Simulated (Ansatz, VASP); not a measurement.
One calculation of AlCu, two programs

```
Al Cu
1.0
     2.92377    0.00000    0.00000
     0.00000    2.92377    0.00000
     0.00000    0.00000    2.92377
Al Cu
1 1
Cartesian
  0.0000 0.0000 0.0000
  1.4619 1.4619 1.4619
```

Alike in both runs: functional LDA; k mesh 14 × 14 × 14; occupations gaussian, width 0.1 eV; no spin polarisation.

Ansatz relaxed the structure, and its values are those at the end. VASP's run is a single point on that final structure, the one shown.

|  | VASP | Ansatz |
| --- | --- | --- |
| version | VASP 6.6.1 | Ansatz 0.2.0 |
| potentials or method | VASP PAW LDA potentials, release 64 (Al, Cu), cutoff 520 eV | scalar-relativistic, plane waves, PAW |
| valence electrons in the cell | 14 | 22 |

|  | VASP | Ansatz | Ansatz less VASP |
| --- | --- | --- | --- |
| gap on the k mesh at the Fermi level (eV) | none | none | - |
| pressure (GPa) | 1.0 | 0.0 | -1.01 |

LDA's correlation is that of Perdew and Zunger in VASP and of Perdew and Wang (1992) in Ansatz. A gap of «none» marks a metal or a gap that the smearing closes. VASP's potentials hold 14 valence electrons a cell and Ansatz's 22, so a difference there can come from the potentials and not from the codes.
